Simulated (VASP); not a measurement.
# Si (P-1) in VASP: settings compared

Aim: see how the results for Si move with the level of theory and the settings. Levels: PBEsol-based global hybrid with 25 % exact exchange, revPBE, PBEsol-based screened hybrid with 25 % exact exchange, PBE0. Tasks: single point.

All numbers are computed with VASP 6.6.1; they aren't measurements. Logs are shortened: lines on timing, memory, paths and dates and some standing lists are left out, and cuts for length are marked.

### Step 1. The cell of the first run

The typed cell holds 1 atom: a = 2.600 Å, b = 2.790 Å, c = 2.541 Å, α = 102.95°, β = 100.80°, γ = 122.21°.

### Step 2. Single point, PBEsol-based global hybrid with 25 % exact exchange

The input, POSCAR:

```
Si
1.0
   -1.5977248615      1.6617370103      1.2030769358
    1.7579054160     -1.6513224940      1.4016695784
    1.5606894362      1.6154976160     -1.1876828073
Si
1
Direct
    0.0000000000      0.0000000000      0.0000000000
```

The input, INCAR.step1:

```
SYSTEM = Si
PREC = Accurate ; ENCUT = 520
EDIFF = 1E-5 ; ISMEAR = -1
SIGMA = 0.05 ; LREAL = .False.
LASPH = .True. ; NELM = 80
ALGO = Normal ; ISIF = 2
LWAVE = .True. ; GGA = PE
NBANDS = 8
```

The input, INCAR.step2:

```
SYSTEM = Si
PREC = Accurate ; ENCUT = 520
EDIFF = 1E-6 ; ISMEAR = -1
SIGMA = 0.05 ; LREAL = .False.
LASPH = .True. ; NELM = 80
ALGO = Normal ; ISIF = 2
LWAVE = .False. ; LCHARG = .True.
GGA = PS ; LHFCALC = .True.
AEXX = 0.25 ; PRECFOCK = Normal
LELF = .True. ; LVHAR = .True.
ISTART = 1 ; NBANDS = 8
```

The input, KPOINTS:

```
Automatic mesh
0
Gamma
  7 7 6
  0 0 0
```

Potentials or basis: VASP PAW PBE potentials, release 64 (Si).

Started as:

```sh
cat potpaw_PBE.64/Si/POTCAR > POTCAR
cp INCAR.step1 INCAR
mpirun -np 1 vasp_std > vasp.out
cp INCAR.step2 INCAR
mpirun -np 1 vasp_std > vasp.out
```

OUTCAR:

```text
SYSTEM = Si
   PREC = Accurate
   ENCUT = 520
   EDIFF = 1E-6
   ISMEAR = -1
   LREAL = .False.
   LASPH = .True.
   NELM = 80
   ISIF = 2
   GGA = PS
   LHFCALC = .True.
   AEXX = 0.25
   PRECFOCK = Normal
   ISTART = 1

 ion  position               nearest neighbor table
   1  0.000  0.000  0.000-

  LATTYP: Found a triclinic cell.
 ALAT       =     2.6002862800
 B/A-ratio  =     1.2604304622
 C/A-ratio  =     1.0036155904
 COS(alpha) =     0.0079848784
 COS(beta)  =     0.4266312556
 COS(gamma) =     0.6481277154

  Lattice vectors:

 A1 = (   1.5977248615,  -1.6617370103,  -1.2030769358)
 A2 = (   0.0370354253,  -3.2772346263,  -0.0153941285)
 A3 = (  -0.1601805545,  -0.0104145163,  -2.6047465142)

Analysis of symmetry for initial positions (statically):
=====================================================================
 Subroutine PRICEL returns:
 Original cell was already a primitive cell.

 Routine SETGRP: Setting up the symmetry group for a
 triclinic supercell.

 Subroutine GETGRP returns: Found  2 space group operations
 (whereof  2 operations were pure point group operations)
 out of a pool of  2 trial point group operations.

The static configuration has the point symmetry S_2 .

Analysis of symmetry for dynamics (positions and initial velocities):
=====================================================================
 Subroutine PRICEL returns:
 Original cell was already a primitive cell.

 Routine SETGRP: Setting up the symmetry group for a
 triclinic supercell.

 Subroutine GETGRP returns: Found  2 space group operations
 (whereof  2 operations were pure point group operations)
 out of a pool of  2 trial point group operations.

The dynamic configuration has the point symmetry S_2 .

 Subroutine INISYM returns: Found  2 space group operations
 (whereof  2 operations are pure point group operations),
 and found     1 'primitive' translations

----------------------------------------------------------------------------------------

                                     Primitive cell

  volume of cell :      14.1061

  direct lattice vectors                    reciprocal lattice vectors
    -1.597724861  1.661737010  1.203076936    -0.021490420  0.303088576  0.384024250
     1.757905416 -1.651322494  1.401669578     0.277693892  0.001415051  0.366831896
     1.560689436  1.615497616 -1.187682807     0.305957491  0.308687055 -0.020049270

  length of vectors
     2.600286280  2.789583309  2.540900335     0.489692911  0.460088622  0.435085805

  position of ions in fractional coordinates (direct lattice)
     0.000000000  0.000000000  0.000000000

  ion indices of the primitive-cell ions
   primitive index   ion index
                 1           1

----------------------------------------------------------------------------------------

 KPOINTS: Automatic mesh

Automatic generation of k-mesh.
 Grid dimensions read from file:
 generate k-points for:    7    7    6

 Generating k-lattice:

  Cartesian coordinates                     Fractional coordinates (reciprocal lattice)
    -0.003070060  0.043298368  0.054860607     0.142857143  0.000000000  0.000000000
     0.039670556  0.000202150  0.052404557     0.000000000  0.142857143  0.000000000
     0.050992915  0.051447843 -0.003341545     0.000000000 -0.000000000  0.166666667

  Length of vectors
     0.069956130  0.065726946  0.072514301

  Shift w.r.t. Gamma in fractional coordinates (k-lattice)
     0.000000000  0.000000000  0.000000000

 Subroutine IBZKPT returns following result:
 ===========================================

 Found    148 irreducible k-points:

 Following reciprocal coordinates:
            Coordinates               Weight
  0.000000  0.000000  0.000000      1.000000
  0.142857  0.000000 -0.000000      2.000000
  0.285714  0.000000  0.000000      2.000000
  0.428571  0.000000  0.000000      2.000000
 -0.000000  0.142857  0.000000      2.000000
  0.142857  0.142857 -0.000000      2.000000
[... 16 lines left out ...]
 -0.428571  0.428571 -0.000000      2.000000
 -0.285714  0.428571  0.000000      2.000000
 [... further k-points ...]
   k-points           NKPTS =    148   k-points in BZ     NKDIM =    294   number of bands    NBANDS=      8
   number of dos      NEDOS =    301   number of ions     NIONS =      1
   total plane-waves  NPLWV =   9600
   dimension x,y,z NGX =    20 NGY =   24 NGZ =   20
   dimension x,y,z NGXF=    40 NGYF=   48 NGZF=   40
   ions per type =               1
   NGX,Y,Z   is equivalent  to a cutoff of  12.79, 14.30, 13.09 a.u.
   NGXF,Y,Z  is equivalent  to a cutoff of  25.57, 28.61, 26.17 a.u.
 SYSTEM =  Si
   PREC   = accura    normal or accurate (medium, high low for compatibility)
   ISTART =      1    job   : 0-new  1-cont  2-samecut
   ICHARG =      0    charge: 1-file 2-atom 10-const
   ISPIN  =      1    spin polarized calculation?
   LNONCOLLINEAR =      F non collinear calculations
   LSORBIT =      F    spin-orbit coupling
   LASPH  =      T    aspherical Exc in radial PAW
   ENCUT  =  520.0 eV  38.22 Ry    6.18 a.u.   4.83  5.19  4.72*2*pi/ulx,y,z
   NELM   =     80;   NELMIN=  2; NELMDL=  0     # of ELM steps
   EDIFF  = 0.1E-05   stopping-criterion for ELM
   LREAL  =      F    real-space projection
   EDIFFG = 0.1E-04   stopping-criterion for IOM
   NSW    =      0    number of steps for IOM
   IBRION =     -1    ionic relax: 0-MD 1-quasi-New 2-CG
   NFREE  =      0    steps in history (QN), initial steepest desc. (CG)
   ISIF   =      2    stress and relaxation
   ISYM   =      3    0-nonsym 1-usesym 2-fastsym
   POTIM  = 0.5000    time-step for ionic-motion
   TEBEG  =    0.0;   TEEND  =   0.0 temperature during run
   PSTRESS=    0.0 pullay stress
   NELECT =       4.0000    total number of electrons
   NUPDOWN=      -1.0000    fix difference up-down
   EMIN   =  10.00;   EMAX   =-10.00  energy-range for DOS
   EFERMI =   0.00;   METHOD = LEGACY
   ISMEAR =    -1;   SIGMA  =   0.05  broadening in eV -4-tet -1-fermi 0-gaus
   EFERMI_NEDOS =   21; number of points for ismear=-14 and -15
   IALGO  =     38    algorithm
   IMIX   =      1    mixing-type and parameters
     AMIX     =   0.40;   BMIX     =  1.00
     AMIX_MAG =   1.60;   BMIX_MAG =  1.00
  volume/ion in A,a.u.               =      14.11        95.19
  Fermi-wavevector in a.u.,A,eV,Ry     =   1.075538  2.032471 15.738963  1.156781
  Thomas-Fermi vector in A             =   2.211397
   LORBIT       =      0    0 simple, 1 ext, 2 COOP (PROOUT), +10 PAW based schemes
   GGA     = PS    functional components
   LHFCALC =     T    Hartree Fock is set to
   PRECFOCK=normal    Normal, Fast or Accurate (Low or Medium for compatibility)
   ENCUT4O =  -1.0   cutoff for four orbital integrals eV
   NKREDX  =     1    reduce k-point grid by
   NKREDY  =     1    reduce k-point grid by
   NKREDZ  =     1    reduce k-point grid by
   AEXX    =    0.2500 exact exchange contribution
   HFSCREEN=    0.0000 screening length (either q_TF or 0.3 A-1)
   HFSCREENC=   0.0000 screening length for correlation (either q_TF or 0.3 A-1)
   ENCUTFOCK=  -1.0 apply spherical cutoff to Coloumb kernel
   IVDW    =     0    specifies the selected vdW correction
   LEPSILON=     F    determine dielectric tensor
   LRPA    =     F    only Hartree local field effects (RPA)
 non-spin polarized calculation
  energy-cutoff  :      520.00
  volume of cell :       14.11
 maximum number of plane-waves:       390
  NGX = 16; NGY = 16; NGZ = 16

 number of electron       4.0000000 magnetization

 Free energy of the ion-electron system (eV)
  ---------------------------------------------------
  ext. energy  EPLUGINS =         0.00000000
  ---------------------------------------------------
  free energy    TOTEN  =        -6.47737984 eV

  energy without entropy =       -6.47690023  energy(sigma->0) =       -6.47714004

 E-fermi :  10.5479     XC(G=0):  -8.9026

 val. band max:       10.5478241226   @ k =   0.2857   0.0000   0.1667
 cond. band min:      10.9871152986   @ k =   0.2857   0.0000   0.3333
 fundamental gap:      0.4392911760
 Fermi energy:        10.5479101485

 k-point     1 :       0.0000    0.0000    0.0000
  band No.  band energies     occupation
      1      -6.6071      2.00000
      2      20.8139      0.00000
      3      20.9741      0.00000
      4      22.0976      0.00000
      5      23.7847      0.00000
      6      25.1486      0.00000
      7      27.3546      0.00000
      8      28.1596      0.00000

 k-point     2 :       0.1429    0.0000   -0.0000
  band No.  band energies     occupation
      1      -5.8234      2.00000
      2      17.6802      0.00000
      3      19.9285      0.00000
      4      20.7829      0.00000
      5      22.6189      0.00000
      6      25.6262      0.00000
      7      27.6562      0.00000
      8      28.1477      0.00000

 k-point     3 :       0.2857    0.0000    0.0000
  band No.  band energies     occupation
      1      -3.4792      2.00000
      2      13.2011      0.00000
      3      15.5202      0.00000
      4      18.5877      0.00000
      5      19.9185      0.00000
      6      24.7619      0.00000
      7      29.9817      0.00000
      8      31.4507      0.00000

 k-point     4 :       0.4286    0.0000    0.0000
  band No.  band energies     occupation
      1       0.4063      2.00000
      2       5.8678      2.00000
      3      14.4780      0.00000
      4      16.7735      0.00000
      5      19.7679      0.00000
      6      22.4835      0.00000
      7      30.7256      0.00000
      8      34.2798      0.00000

 k-point     5 :      -0.0000    0.1429    0.0000
  band No.  band energies     occupation
      1      -5.9152      2.00000
      2      18.0065      0.00000
      3      18.7554      0.00000
      4      20.7582      0.00000
      5      23.2777      0.00000
      6      26.3533      0.00000
      7      27.0314      0.00000
      8      28.4672      0.00000

 k-point     6 :       0.1429    0.1429   -0.0000
  band No.  band energies     occupation
      1      -4.2454      2.00000
      2      13.8928      0.00000
      3      17.0437      0.00000
      4      18.7016      0.00000
      5      22.8540      0.00000
      6      24.2577      0.00000
      7      27.3695      0.00000
      8      29.0929      0.00000

 k-point     7 :       0.2857    0.1429   -0.0000
  band No.  band energies     occupation
      1      -1.0227      2.00000
      2       8.8916      2.00000
      3      11.6140      0.00000
      4      18.2813      0.00000
      5      21.6840      0.00000
      6      24.5026      0.00000
      7      27.5320      0.00000
      8      32.2530      0.00000
[... 133 lines left out ...]
 k-point    20 :       0.1429    0.4286    0.0000
  band No.  band energies     occupation
      1       1.6237      2.00000
      2       3.0685      2.00000
      3      12.4395      0.00000
      4      18.7625      0.00000
      5      21.5379      0.00000
      6      25.7368      0.00000
      7      30.4327      0.00000
      8      34.8064      0.00000

 k-point    21 :       0.2857    0.4286    0.0000
  band No.  band energies     occupation
      1       0.3993      2.00000
      2       6.0569      2.00000
      3       8.1440      2.00000
      4      20.0295      0.00000
      5      23.5131      0.00000
      6      28.0071      0.00000
      7      32.7724      0.00000
      8      33.8052      0.00000

 k-point    22 :       0.4286    0.4286    0.0000
  band No.  band energies     occupation
      1       0.3533      2.00000
      2       2.0816      2.00000
      3      14.9447      0.00000
      4      22.4186      0.00000
      5      25.2952      0.00000
      6      28.1545      0.00000
      7      29.0234      0.00000
      8      31.2531      0.00000

 k-point    23 :      -0.4286    0.4286   -0.0000
  band No.  band energies     occupation
      1      -1.4304      2.00000
      2       2.9845      2.00000
      3      20.7729      0.00000
      4      22.2430      0.00000
      5      24.8283      0.00000
      6      26.2576      0.00000
      7      29.1504      0.00000
      8      29.5953      0.00000

 k-point    24 :      -0.2857    0.4286    0.0000
  band No.  band energies     occupation
      1      -2.6094      2.00000
      2       6.4546      2.00000
      3      14.9843      0.00000
      4      22.1438      0.00000
      5      24.1559      0.00000
      6      28.8793      0.00000
      7      30.1306      0.00000
      8      30.9717      0.00000

 [... further k-points ...]

------------------------ aborting loop because EDIFF is reached ----------------------------------------

  FORCE on cell =-STRESS in cart. coord.  units (eV):
  Direction    XX          YY          ZZ          XY          YZ          ZX
  --------------------------------------------------------------------------------------
  -------------------------------------------------------------------------------------
  Total       -0.0150819     -0.0159891     -0.0111364      0.0039085     -0.0015323      0.0052611
  in kB       -1.7130012     -1.8160412     -1.2648741      0.4439256     -0.1740379      0.5975563
  external PRESSURE =      -1.5979722 kB  Pullay stress =       0.0000000 kB

 VOLUME and BASIS-vectors are now :
 -----------------------------------------------------------------------------
  energy-cutoff  :      520.00
  volume of cell :       14.11
      direct lattice vectors                 reciprocal lattice vectors
    -1.597724861  1.661737010  1.203076936    -0.021490420  0.303088576  0.384024250
     1.757905416 -1.651322494  1.401669578     0.277693892  0.001415051  0.366831896
     1.560689436  1.615497616 -1.187682807     0.305957491  0.308687055 -0.020049270

 POSITION                                       TOTAL-FORCE (eV/Angst)
 -----------------------------------------------------------------------------------
      0.00000      0.00000      0.00000        -0.000000     -0.000000     -0.000000
 -----------------------------------------------------------------------------------
    total drift:                               -0.000000      0.000000     -0.000000

  FREE ENERGIE OF THE ION-ELECTRON SYSTEM (eV)
  ---------------------------------------------------
  free  energy   TOTEN  =        -6.4773798440 eV

  energy  without entropy=       -6.4769002285  energy(sigma->0) =       -6.47714004
```

Wall time 25 min (1 thread of AMD EPYC 7R13, shared host); peak memory 0.11 GiB.

What came out:

```
Free energy            : -6.4774 eV
Pressure               : -0.2 GPa
Band gap on the k mesh : zero (bands 2 and 3 overlap by 14.52 eV)
```

Caveat: the k points lie up to 0.46 Å⁻¹ apart, too coarse for converged energies and pressures of a metal; the PAW data sets were made with another functional, which shifts forces and pressure a little.

### Step 3. Single point, revPBE

This run uses another cell than the first one, of 14.83 Å³/atom.

The input, INCAR:

```
ALGO = Normal ; EDIFF = 1E-7
ENCUT = 520 ; GGA = RE
ISIF = 2 ; ISMEAR = -1
LASPH = T ; LCHARG = F
LREAL = F ; LWAVE = F
NBANDS = 8 ; NELM = 80
PREC = Accurate ; SIGMA = 0.05
```

The input, KPOINTS:

```
k-points
0
Gamma
  13 13 11
```

The input, POSCAR:

```
Si
1.0
   -1.6103443013      1.6947414187      1.1949517024
    1.7837223674     -1.6955997944      1.4262473345
    1.5899732773      1.6757095426     -1.1955927210
Si
1
Direct
    0.0000000000      0.0000000000      0.0000000000
```

Potentials or basis: VASP PAW PBE potentials, release 64 (Si).

Started as:

```sh
cat potpaw_PBE.64/Si/POTCAR > POTCAR
mpirun -np 1 vasp_std > vasp.out
```

Wall time 1.9 min (1 thread of Intel Xeon 8259CL, shared host); peak memory 0.2 GiB.

It converged, with:

```
Free energy            : -4.7193 eV
Pressure               : -0.3 GPa
Band gap on the k mesh : zero (bands 2 and 3 overlap by 12.03 eV)
```

Stress tensor (GPa, compression positive):
```
-0.30 -0.02  0.02
-0.02 -0.31 -0.01
 0.02 -0.01 -0.41
```

Levels at points of the mesh, in eV from the Fermi level:
| k point | band 1 | band 2 | band 3 | band 4 | band 5 | band 6 | band 7 |
| --- | --- | --- | --- | --- | --- | --- | --- |
| (0.00, 0.00, 0.00) | -14.20 | 8.79 | 8.85 | 9.39 | 11.50 | 12.68 | 15.16 |

Caveat: the PAW data sets were made with another functional, which shifts forces and pressure a little.

### Step 4. Single point, PBEsol-based screened hybrid with 25 % exact exchange

This run uses another cell than the first one, of 14.15 Å³/atom.

The input, POSCAR:

```
Si
1.0
   -1.6006390486      1.6632349848      1.2021822046
    1.7616370741     -1.6547187388      1.4043169032
    1.5623644753      1.6175755713     -1.1893418787
Si
1
Direct
    0.0000000000      0.0000000000      0.0000000000
```

The input, INCAR.step1:

```
  PREC = Accurate
  ENCUT = 520
  EDIFF = 1E-5
  ISMEAR = -1
  SIGMA = 0.05
  LREAL = False
  LASPH = True
  NELM = 100
  ALGO = Normal
  ISIF = 2
  LWAVE = True
  LCHARG = False
  GGA = PE
  NBANDS = 8
```

The input, INCAR.step2:

```
  PREC = Accurate
  ENCUT = 520
  EDIFF = 1E-7
  ISMEAR = -1
  SIGMA = 0.05
  LREAL = False
  LASPH = True
  NELM = 100
  ALGO = Normal
  ISIF = 2
  LWAVE = False
  LCHARG = False
  GGA = PS
  LHFCALC = True
  AEXX = 0.25
  HFSCREEN = 0.207
  PRECFOCK = Normal
  ISTART = 1
  NBANDS = 8
```

The input, KPOINTS:

```
Automatic mesh
0
Gamma
  7 7 6
```

Started as:

```sh
cat potpaw_PBE.64/Si/POTCAR > POTCAR
cp INCAR.step1 INCAR
mpirun -np 1 vasp_std > vasp.out
cp INCAR.step2 INCAR
mpirun -np 1 vasp_std > vasp.out
```

Run time: 12 min. Hardware: 1 thread of Intel Xeon Platinum 8488C (Sapphire Rapids), shared host; peak memory 0.23 GiB.

It converged, with:

```
Free energy            : -5.9659 eV
Pressure               : 0.0 GPa
Band gap on the k mesh : zero (bands 2 and 3 overlap by 13.72 eV)
```

Stress tensor (GPa, compression positive):
```
-0.04 -0.01  0.08
-0.01 -0.04  0.02
 0.08  0.02 -0.02
```

Levels at points of the mesh, in eV from the Fermi level:
| k point | band 1 | band 2 | band 3 | band 4 | band 5 | band 6 | band 7 |
| --- | --- | --- | --- | --- | --- | --- | --- |
| (0.00, 0.00, 0.00) | -16.71 | 9.81 | 9.94 | 11.08 | 12.79 | 14.12 | 16.36 |
| (0.00, 0.00, 0.50) | -9.76 | -8.56 | 9.56 | 11.15 | 13.30 | 14.65 | 17.46 |

Caveat: the k points lie up to 0.46 Å⁻¹ apart, too coarse for converged energies and pressures of a metal; the PAW data sets were made with another functional, which shifts forces and pressure a little.

[end of part 1 of 2]
